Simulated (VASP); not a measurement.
A run of VASP 6.6.1 is set up as follows.

Contents of INCAR:

```
ALGO = Normal
EDIFF = 1E-6
ENCUT = 520
GGA = RP
ISIF = 2
ISMEAR = 0
LASPH = True
LCHARG = False
LREAL = False
LWAVE = False
NBANDS = 16
NELM = 100
PREC = Accurate
SIGMA = 0.01
```

KPOINTS

```
k-points
0
Gamma
  6 6 6
```

POSCAR

```
CuI
1.0
    4.3788455152      0.0000000000      0.0000000000
    2.1894227576      3.7921914554      0.0000000000
    2.1894227576      1.2640638185      3.5753123916
Cu I
1 1
Direct
    0.2500000000      0.2500000000      0.2500000000
    0.0000000000      0.0000000000      0.0000000000
```

Potentials or basis: VASP PAW PBE potentials, release 64 (Cu, I).

Command:

```sh
$ cat potpaw_PBE.64/Cu/POTCAR potpaw_PBE.64/I/POTCAR > POTCAR
$ mpirun -np 1 vasp_std > vasp.out
```

Estimate the pressure.

0.0 GPa.

What does it give for the band gap on the k mesh?

1.12 eV.

Caveat: the PAW data sets were made with another functional, which shifts forces and pressure a little; spin-orbit coupling is left out, which moves the levels of the heavy elements.
